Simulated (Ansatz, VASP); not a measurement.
Given: the input of a run of Ansatz 0.2.0 on BeTe.

input.yaml

```yaml
crystal:
  lattice:
    - [0.0, 2.77, 2.77]
    - [2.77, 0.0, 2.77]
    - [2.77, 2.77, 0.0]
  atoms:
    - { symbol: Te, position: [0.75, 0.75, 0.75] }
    - { symbol: Be, position: [0.0, 0.0, 0.0] }
kpoints:
  mp_grid: { grid: [4, 4, 4] }
scf:
  occupations: { method: fermi_dirac, width: 0.05 }
hamiltonian:
  xc: hse06
  pseudopotentials: { kind: all_electron, datasets: crystal }
output:
  forces: true
  stress: true
```

Potentials or basis: all-electron PAW datasets made for the crystal.

The run is started by

```sh
$ ansatz run input.yaml --threads 1 --pin off --max-ram 3072MiB --backend cpu --events-out ev --progress --plain --runs-dir out
```

Task: Translate it to VASP 6.6.1. Potentials there: VASP PAW PBE potentials, release 64 (Te, Be).

Result: As run (the cutoff follows the program's own potentials):

File POSCAR:

```
BeTe
1.0
    0.0000000000      2.7700000000      2.7700000000
    2.7700000000      0.0000000000      2.7700000000
    2.7700000000      2.7700000000      0.0000000000
Te Be
1 1
Direct
    0.7500000000      0.7500000000      0.7500000000
    0.0000000000      0.0000000000      0.0000000000
```

INCAR.step1

```
SYSTEM = BeTe
PREC = Accurate
ENCUT = 520
EDIFF = 1E-5
ISMEAR = -1
SIGMA = 0.05
LREAL = .False.
LASPH = .True.
NELM = 80
ALGO = Normal
ISIF = 2
LWAVE = .True.
LCHARG = .False.
NBANDS = 11
GGA = PE
```

The input INCAR.step2:

```
SYSTEM = BeTe
PREC = Accurate
ENCUT = 520
EDIFF = 1E-6
ISMEAR = -1
SIGMA = 0.05
LREAL = .False.
LASPH = .True.
NELM = 80
ALGO = Normal
ISIF = 2
LWAVE = .False.
LCHARG = .False.
GGA = PE
LHFCALC = .True.
HFSCREEN = 0.2079
PRECFOCK = Normal
NBANDS = 11
ISTART = 1
```

Contents of KPOINTS:

```
Automatic mesh
0
Gamma
  4 4 4
  0 0 0
```

Potentials or basis: VASP PAW PBE potentials, release 64 (Te, Be).

The run is started by

```console
$ cat potpaw_PBE.64/Te/POTCAR potpaw_PBE.64/Be/POTCAR > POTCAR
$ cp INCAR.step1 INCAR
$ mpirun -np 1 vasp_std > vasp.out
$ cp INCAR.step2 INCAR
$ mpirun -np 1 vasp_std > vasp.out
```

Both were run:

|  | VASP | Ansatz | Ansatz less VASP |
| --- | --- | --- | --- |
| gap on the k mesh at the Fermi level (eV) | 2.52 | 2.54 | +0.022 |
| least direct gap on the mesh (eV) | 4.43 | 4.43 | 0.000 |
| pressure (GPa) | 3.6 | 3.8 | +0.13 |

Ansatz ran all-electron here, and VASP with PAW potentials.

The k mesh is coarse, so the values compare programs but aren't converged. Spin-orbit coupling is off throughout.
